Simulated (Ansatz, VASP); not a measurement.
## Two plane-wave programs on Hg

File INCAR:

```
  ALGO = Normal
  EDIFF = 1E-6
  ENCUT = 500
  GGA = PE
  GGA_COMPAT = False
  ISIF = 2
  ISMEAR = -1
  LASPH = True
  LCHARG = False
  LREAL = False
  LWAVE = False
  NBANDS = 12
  NELM = 120
  PREC = Accurate
  SIGMA = 0.05
```

The input KPOINTS:

```
k-points
0
Gamma
  9 9 9
```

The input POSCAR:

```
Hg
1.0
   -1.8641405139      1.8641405139      1.9039797318
    1.8641405139     -1.8641405139      1.9039797318
    1.8641405139      1.8641405139     -1.9039797318
Hg
1
Direct
    0.5000000000      0.5000000000      0.0000000000
```

Input for Ansatz:

```yaml
crystal:
  lattice:
    - [-1.864140513900246, 1.864140513900246, 1.903979731829601]
    - [1.864140513900246, -1.864140513900246, 1.903979731829601]
    - [1.864140513900246, 1.864140513900246, -1.903979731829601]
  atoms:
    - { symbol: Hg, position: [0.5, 0.5, 0.0] }
basis:
  ecutwfc: 550.0
kpoints:
  mp_grid:
    grid: [9, 9, 9]
scf:
  occupations:
    method: fermi_dirac
    width: 0.05
output:
  stress: true
```

Alike in both runs: task single point; functional PBE; k mesh 9 × 9 × 9; occupations fermi-dirac, width 0.05 eV; no spin polarisation.

```csv
,VASP,Ansatz
version,VASP 6.6.1,Ansatz 0.2.0
potentials or method,"VASP PAW PBE potentials, release 64 (Hg), cutoff 500 eV","plane waves, PAW"
valence electrons in the cell,12,20
```

VASP gave:

| Property | Result |
| --- | --- |
| pressure (GPa) | 1.5 |
| traceless stress, the component that is largest in VASP (GPa) | 0.24 |

Q: Which values does Ansatz return?

A: Pressure (GPa): 1.3; traceless stress, the component that is largest in VASP (GPa): 0.24.

VASP's potentials hold 12 valence electrons a cell and Ansatz's 20, so a difference there can come from the potentials and not from the codes.

Spin-orbit coupling is off throughout.
